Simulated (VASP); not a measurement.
Set up this calculation in VASP 6.6.1, as the native input.

| Item | Value |
| --- | --- |
| Task | relaxation of cell and atoms |
| Functional | PBE |
| Potentials or basis | VASP PAW PBE potentials, release 64 (Cs_sv, In_d) |
| Cutoff | 600 eV |
| k mesh | 4 × 4 × 4 |
| Occupations | gaussian, width 0.1 eV |
| Spin | no spin polarisation |
| Dipole correction | no |
| Further INCAR settings | ALGO = Fast; EDIFF = 1e-06; IBRION = 2; EDIFFG = -0.04; NSW = 90; ISIF = 3 |

The structure of CsIn2 lies in POSCAR:

```
CsIn2
1.0
    0.0000000000      3.5819865845      3.5819865845
    3.5819865845      0.0000000000      3.5819865845
    3.5819865845      3.5819865845      0.0000000000
Cs In
1 2
Direct
    0.0000000000      0.0000000000      0.0000000000
    0.2500000000      0.2500000000      0.2500000000
    0.7500000000      0.7500000000      0.7500000000
```

The input as run:

INCAR

```
SYSTEM = CsIn2
PREC = Accurate ; ENCUT = 600
EDIFF = 1E-6 ; ISMEAR = 0
SIGMA = 0.1 ; LREAL = .FALSE.
LASPH = .TRUE. ; NELM = 100
ALGO = Fast ; ISIF = 3
LWAVE = .FALSE. ; LCHARG = .FALSE.
GGA = PE ; IBRION = 2
NSW = 90 ; EDIFFG = -0.04
```

KPOINTS

```
regular mesh
0
G
  4 4 4
  0 0 0
```

Potentials or basis: VASP PAW PBE potentials, release 64 (Cs_sv, In_d).

Run with:

```bash
$ cat potpaw_PBE.64/Cs_sv/POTCAR potpaw_PBE.64/In_d/POTCAR > POTCAR
$ mpirun -np 1 vasp_std > vasp.out
```

It gave:

```
Relaxed volume                        : 51.11 Å³/atom
Relaxed cell                          : a = 6.008 Å, b = 6.008 Å, c = 6.008 Å, α = 60.00°, β = 60.00°, γ = 60.00°
Space group after relaxing (to 0.1 Å) : Fm-3m (No. 225)
Energy gained by relaxing             : 492.9 meV/atom
Ionic steps                           : 5
Pressure after relaxing               : -0.1 GPa
Band gap on the k mesh                : zero (an odd number of electrons rules out a gap without spin polarisation)
```

Caveat: the k points lie up to 0.32 Å⁻¹ apart in the final cell, too coarse for converged energies and pressures of a metal; the volume moved by over 15 % at a fixed basis, so the end points are rough; spin-orbit coupling is left out, which moves the levels of the heavy elements.

It took 4.2 min on 1 thread of Intel Xeon 8259CL (shared host), peak memory 0.25 GiB.
